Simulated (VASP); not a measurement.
Runs of VASP 6.6.1 on TmNbTe3. The structure is that of space group Pm-3m (No. 221), or close to it. The cells are those of the table. The cell was built from a structure type or drawn by symmetry, and may not be a known phase.

| task | spin | cell | k mesh | gap on the mesh (eV) | pressure (GPa) | moment (μB) |
| --- | --- | --- | --- | --- | --- | --- |
| single point | collinear | a = 5.411 Å, 5 atoms | 4 × 4 × 4 | none | 0.1 | (a) |
| relaxation of cell and atoms | off | relaxed from a = 5.451, b = 5.451, c = 5.397 Å, 5 atoms | 4 × 4 × 4 | - | 0.0 | - |
| single point | off | a = 5.451, b = 5.451, c = 5.397 Å, 5 atoms | 4 × 4 × 4 | none | -0.6 | - |
| single point | collinear | a = 5.419 Å, 5 atoms | 8 × 8 × 8 | none | -0.1 | 0.00 |
| single point | off | a = 5.422, b = 5.422, c = 5.389 Å, 5 atoms | 4 × 4 × 4 | none | 0.1 | - |

Alike in all rows: level PBE; potentials or basis VASP PAW PBE potentials, release 64 (Tm_3, Nb_sv, Te), 4f in core; cutoff (eV) 500; smearing gaussian 0.1 eV.

Question: Estimate the missing entries.

Answer: (a) 0.77.

Caveats: spin-orbit coupling is left out, which moves the levels of the heavy elements; the 4f electrons are frozen in the core, so they carry no moment and show no levels; the magnetic or orbital state may not be the lowest (at least some runs); the highest band is partly filled, so the run has too few bands (at least some runs).

A k mesh can miss the band edges, and the runs leave out spin-orbit coupling on Nb, Te, Tm.

A gap of «none» marks levels without a gap at the run's occupations.
